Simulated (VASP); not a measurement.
# NaHF2 (R-3m) in VASP: single point with PBEsol+D3(BJ)

Aim: the single point of NaHF2 with PBEsol+D3(BJ).

Program: VASP 6.6.1. These are calculated values, not measurements. Logs are shortened: lines on timing, memory, paths and dates and some standing lists are left out, and cuts for length are marked.

### Step 1. The cell of the first run

The structure is trigonal, space group R-3m (No. 166). Conventional cell: a = 3.668 Å, b = 3.668 Å, c = 16.668 Å, α = 90.00°, β = 90.00°, γ = 120.00°. Within 3.3 Å of Na (site symmetry -3m) lie 6 F at 2.53 Å. Within 1.9 Å of H (site symmetry -3m) lie 2 F at 1.39 Å. Within 1.9 Å of F (site symmetry 3m) lie 1 H at 1.39 Å.

### Step 2. Single point, PBEsol+D3(BJ)

Contents of INCAR:

```
  PREC = Accurate
  ENCUT = 520
  EDIFF = 1E-6
  ISMEAR = 0
  SIGMA = 0.05
  LREAL = F
  LASPH = T
  NELM = 80
  ALGO = Normal
  ISIF = 2
  LWAVE = F
  LCHARG = F
  GGA = PS
  IVDW = 12
  NBANDS = 19
```

Contents of KPOINTS:

```
Automatic mesh
0
Gamma
  9 9 9
```

Contents of POSCAR:

```
NaHF2
1.0
    1.8338500000      1.0587737912      5.5561000000
   -1.8338500000      1.0587737912      5.5561000000
    0.0000000000     -2.1175475823      5.5561000000
Na H F
1 1 2
Direct
    0.0000000000      0.0000000000      0.0000000000
    0.5000000000      0.5000000000      0.5000000000
    0.4168825606      0.4168825606      0.4168825606
    0.5831174394      0.5831174394      0.5831174394
```

Potentials or basis: VASP PAW PBE potentials, release 64 (Na_pv, H, F).

Command:

```sh
> cat potpaw_PBE.64/Na_pv/POTCAR potpaw_PBE.64/H/POTCAR potpaw_PBE.64/F/POTCAR > POTCAR
> mpirun -np 1 vasp_std > vasp.out
```

OUTCAR:

```text
PREC = Accurate
   ENCUT = 520
   EDIFF = 1E-6
   ISMEAR = 0
   LREAL = F
   LASPH = T
   NELM = 80
   ISIF = 2
   GGA = PS
   IVDW = 12
 IVDW          = 12

 ion  position               nearest neighbor table
   1  0.000  0.000  0.000-
   2  0.500  0.500  0.500-   3 1.39   4 1.39
   3  0.417  0.417  0.417-   2 1.39
   4  0.583  0.583  0.583-   2 1.39

  LATTYP: Found a trigonal (rhomboedric) cell.
 ALAT       =     5.9459444139
 COS(alpha) =     0.8097538288

  Lattice vectors:

 A1 = (   1.8338500000,   1.0587737912,   5.5561000000)
 A2 = (  -1.8338500000,   1.0587737912,   5.5561000000)
 A3 = (   0.0000000000,  -2.1175475823,   5.5561000000)

Analysis of symmetry for initial positions (statically):
=====================================================================
 Subroutine PRICEL returns:
 Original cell was already a primitive cell.

 Routine SETGRP: Setting up the symmetry group for a
 trigonal (rhombohedral) supercell.

 Subroutine GETGRP returns: Found 12 space group operations
 (whereof 12 operations were pure point group operations)
 out of a pool of 12 trial point group operations.

The static configuration has the point symmetry D_3d.

Analysis of symmetry for dynamics (positions and initial velocities):
=====================================================================
 Subroutine PRICEL returns:
 Original cell was already a primitive cell.

 Routine SETGRP: Setting up the symmetry group for a
 trigonal (rhombohedral) supercell.

 Subroutine GETGRP returns: Found 12 space group operations
 (whereof 12 operations were pure point group operations)
 out of a pool of 12 trial point group operations.

The dynamic configuration has the point symmetry D_3d.

 Subroutine INISYM returns: Found 12 space group operations
 (whereof 12 operations are pure point group operations),
 and found     1 'primitive' translations

----------------------------------------------------------------------------------------

                                     Primitive cell

  volume of cell :      64.7274

  direct lattice vectors                    reciprocal lattice vectors
     1.833850000  1.058773791  5.556100000     0.272650435  0.157414802  0.059994121
    -1.833850000  1.058773791  5.556100000    -0.272650435  0.157414802  0.059994121
     0.000000000 -2.117547582  5.556100000     0.000000000 -0.314829604  0.059994121

  length of vectors
     5.945944414  5.945944414  5.945944414     0.320494889  0.320494889  0.320494889

  position of ions in fractional coordinates (direct lattice)
     0.000000000  0.000000000  0.000000000
     0.500000000  0.500000000  0.500000000
     0.416882561  0.416882561  0.416882561
     0.583117439  0.583117439  0.583117439

  ion indices of the primitive-cell ions
   primitive index   ion index
                 1           1
                 2           2
                 3           3
                 4           4

----------------------------------------------------------------------------------------

 KPOINTS: Automatic mesh

Automatic generation of k-mesh.
 Grid dimensions read from file:
 generate k-points for:    9    9    9

 Generating k-lattice:

  Cartesian coordinates                     Fractional coordinates (reciprocal lattice)
     0.030294493  0.017490534  0.006666013     0.111111111 -0.000000000  0.000000000
    -0.030294493  0.017490534  0.006666013    -0.000000000  0.111111111  0.000000000
     0.000000000 -0.034981067  0.006666013     0.000000000  0.000000000  0.111111111

  Length of vectors
     0.035610543  0.035610543  0.035610543

  Shift w.r.t. Gamma in fractional coordinates (k-lattice)
     0.000000000  0.000000000  0.000000000

 Subroutine IBZKPT returns following result:
 ===========================================

 Found     85 irreducible k-points:

 Following reciprocal coordinates:
            Coordinates               Weight
  0.000000  0.000000  0.000000      1.000000
  0.111111  0.000000 -0.000000      6.000000
  0.222222  0.000000 -0.000000      6.000000
  0.333333 -0.000000 -0.000000      6.000000
  0.444444  0.000000 -0.000000      6.000000
  0.111111  0.111111 -0.000000      6.000000
[... 16 lines left out ...]
 -0.333333  0.333333  0.000000      6.000000
  0.444444  0.444444  0.000000      6.000000
 [... further k-points ...]
   k-points           NKPTS =     85   k-points in BZ     NKDIM =     85   number of bands    NBANDS=     19
   number of dos      NEDOS =    301   number of ions     NIONS =      4
   total plane-waves  NPLWV = 110592
   dimension x,y,z NGX =    48 NGY =   48 NGZ =   48
   dimension x,y,z NGXF=    96 NGYF=   96 NGZF=   96
   ions per type =               1   1   2
   NGX,Y,Z   is equivalent  to a cutoff of  13.42, 13.42, 13.42 a.u.
   NGXF,Y,Z  is equivalent  to a cutoff of  26.84, 26.84, 26.84 a.u.
 SYSTEM =  unknown system
   PREC   = accura    normal or accurate (medium, high low for compatibility)
   ISTART =      0    job   : 0-new  1-cont  2-samecut
   ICHARG =      2    charge: 1-file 2-atom 10-const
   ISPIN  =      1    spin polarized calculation?
   LNONCOLLINEAR =      F non collinear calculations
   LSORBIT =      F    spin-orbit coupling
   LASPH  =      T    aspherical Exc in radial PAW
   ENCUT  =  520.0 eV  38.22 Ry    6.18 a.u.  11.06 11.06 11.06*2*pi/ulx,y,z
   NELM   =     80;   NELMIN=  2; NELMDL= -5     # of ELM steps
   EDIFF  = 0.1E-05   stopping-criterion for ELM
   LREAL  =      F    real-space projection
   EDIFFG = 0.1E-04   stopping-criterion for IOM
   NSW    =      0    number of steps for IOM
   IBRION =     -1    ionic relax: 0-MD 1-quasi-New 2-CG
   NFREE  =      0    steps in history (QN), initial steepest desc. (CG)
   ISIF   =      2    stress and relaxation
   ISYM   =      2    0-nonsym 1-usesym 2-fastsym
   POTIM  = 0.5000    time-step for ionic-motion
   TEBEG  =    0.0;   TEEND  =   0.0 temperature during run
   PSTRESS=    0.0 pullay stress
   NELECT =      22.0000    total number of electrons
   NUPDOWN=      -1.0000    fix difference up-down
   EMIN   =  10.00;   EMAX   =-10.00  energy-range for DOS
   EFERMI =   0.00;   METHOD = LEGACY
   ISMEAR =     0;   SIGMA  =   0.05  broadening in eV -4-tet -1-fermi 0-gaus
   EFERMI_NEDOS =   21; number of points for ismear=-14 and -15
   IALGO  =     38    algorithm
   IMIX   =      4    mixing-type and parameters
     AMIX     =   0.40;   BMIX     =  1.00
     AMIX_MAG =   1.60;   BMIX_MAG =  1.00
  volume/ion in A,a.u.               =      16.18       109.20
  Fermi-wavevector in a.u.,A,eV,Ry     =   1.142491  2.158996 17.759504  1.305287
  Thomas-Fermi vector in A             =   2.279189
   LORBIT       =      0    0 simple, 1 ext, 2 COOP (PROOUT), +10 PAW based schemes
   GGA     = PS    functional components
   LHFCALC =     F    Hartree Fock is set to
   AEXX    =    0.0000 exact exchange contribution
   IVDW    =    12    specifies the selected vdW correction
   LEPSILON=     F    determine dielectric tensor
   LRPA    =     F    only Hartree local field effects (RPA)
 non-spin polarized calculation
 Gauss-broadening in eV      SIGMA  =   0.05
  energy-cutoff  :      520.00
  volume of cell :       64.73
 maximum number of plane-waves:      1756
 NGX is ok and might be reduce to    48
   NGX = 23   NGY = 23   NGZ = 23

 number of electron      22.0000005 magnetization

 Free energy of the ion-electron system (eV)
  ---------------------------------------------------
  ext. energy  EPLUGINS =         0.00000000
  ---------------------------------------------------
  free energy    TOTEN  =       -16.49232826 eV

  energy without entropy =      -16.49232826  energy(sigma->0) =      -16.49232826

 E-fermi :  -4.6159     XC(G=0):  -6.9971

 val. band max:       -4.8466988122   @ k =   0.4444   0.4444   0.4444
 cond. band min:       0.5859187979   @ k =   0.0000   0.0000   0.0000
 fundamental gap:      5.4326176101
 Fermi energy:        -4.6158866553

 k-point     1 :       0.0000    0.0000    0.0000
  band No.  band energies     occupation
      1     -24.2992      2.00000
      2     -24.1751      2.00000
      3     -24.1751      2.00000
      4     -24.1163      2.00000
      5     -23.6026      2.00000
      6      -8.3351      2.00000
[... 11 lines left out ...]
     18      13.9826      0.00000
     19      13.9826      0.00000

 k-point     2 :       0.1111    0.0000   -0.0000
  band No.  band energies     occupation
      1     -24.2919      2.00000
      2     -24.2406      2.00000
      3     -24.1761      2.00000
      4     -24.0412      2.00000
      5     -23.6140      2.00000
      6      -8.3057      2.00000
[... 11 lines left out ...]
     18      12.9436      0.00000
     19      13.7797      0.00000

 k-point     3 :       0.2222    0.0000   -0.0000
  band No.  band energies     occupation
      1     -24.3345      2.00000
      2     -24.2436      2.00000
      3     -24.1786      2.00000
      4     -23.9501      2.00000
      5     -23.6454      2.00000
      6      -8.2303      2.00000
[... 11 lines left out ...]
     18      12.6332      0.00000
     19      13.2896      0.00000

 k-point     4 :       0.3333   -0.0000   -0.0000
  band No.  band energies     occupation
      1     -24.3907      2.00000
      2     -24.2021      2.00000
      3     -24.1814      2.00000
      4     -23.8765      2.00000
      5     -23.6879      2.00000
      6      -8.1426      2.00000
[... 407 lines left out ...]
     18      11.5328      0.00000
     19      12.7723      0.00000

 k-point    23 :      -0.3333    0.3333    0.0000
  band No.  band energies     occupation
      1     -24.3390      2.00000
      2     -24.2782      2.00000
      3     -24.1605      2.00000
      4     -23.8991      2.00000
      5     -23.6470      2.00000
      6      -8.0232      2.00000
[... 11 lines left out ...]
     18      11.4225      0.00000
     19      12.8765      0.00000

 k-point    24 :       0.4444    0.4444    0.0000
  band No.  band energies     occupation
      1     -24.3450      2.00000
      2     -24.1833      2.00000
      3     -24.1784      2.00000
      4     -24.0282      2.00000
      5     -23.5956      2.00000
      6      -8.0166      2.00000
[... 11 lines left out ...]
     18      12.1581      0.00000
     19      13.0074      0.00000

 [... further k-points ...]

------------------------ aborting loop because EDIFF is reached ----------------------------------------

 Edisp (eV)   -0.21258

 E8    (eV) :    -0.1246

  FORCE on cell =-STRESS in cart. coord.  units (eV):
  Direction    XX          YY          ZZ          XY          YZ          ZX
  --------------------------------------------------------------------------------------
  -------------------------------------------------------------------------------------
  Total      -1.41792    -1.41792   -10.48250     0.00000    -0.00000     0.00000
  in kB     -35.09733   -35.09733  -259.47007     0.00000    -0.00000     0.00000
  external pressure =     -109.89 kB  Pullay stress =        0.00 kB

 VOLUME and BASIS-vectors are now :
 -----------------------------------------------------------------------------
  energy-cutoff  :      520.00
  volume of cell :       64.73
      direct lattice vectors                 reciprocal lattice vectors
     1.833850000  1.058773791  5.556100000     0.272650435  0.157414802  0.059994121
    -1.833850000  1.058773791  5.556100000    -0.272650435  0.157414802  0.059994121
     0.000000000 -2.117547582  5.556100000     0.000000000 -0.314829604  0.059994121

 POSITION                                       TOTAL-FORCE (eV/Angst)
 -----------------------------------------------------------------------------------
      0.00000      0.00000      0.00000         0.000000      0.000000      0.000000
      0.00000      0.00000      8.33415        -0.000000      0.000000      0.000000
      0.00000      0.00000      6.94872         0.000000      0.000000      2.328112
      0.00000      0.00000      9.71958         0.000000     -0.000000     -2.328112
 -----------------------------------------------------------------------------------
    total drift:                                0.000000     -0.000000     -0.000000

  FREE ENERGIE OF THE ION-ELECTRON SYSTEM (eV)
  ---------------------------------------------------
  free  energy   TOTEN  =       -16.7049109114 eV

  energy  without entropy=      -16.7049109114  energy(sigma->0) =      -16.70491091
```

Run time: 2.8 min. Hardware: 1 thread of Intel Xeon Platinum 8375C at 2.90GHz (Ice Lake), shared host; peak memory 0.36 GiB.

What came out:

* Free energy: -16.7049 eV
* Pressure: -11.0 GPa
* Largest force: 2.328 eV/Å
* Band gap on the k mesh: 5.43 eV (least direct gap 5.52 eV)
* Dispersion energy per atom: -0.053 eV

Forces on the atoms (eV/Å):
```
Na   0.000  0.000  0.000
H    0.000  0.000  0.000
F    0.000  0.000  2.328
F    0.000  0.000 -2.328
```

Stress tensor (GPa, compression positive):
```
 -3.51   0.00   0.00
  0.00  -3.51   0.00
  0.00   0.00 -25.95
```

Caveat: the stress differs along the axes, from -26 to -4 GPa; the PAW data sets were made with another functional, which shifts forces and pressure a little.
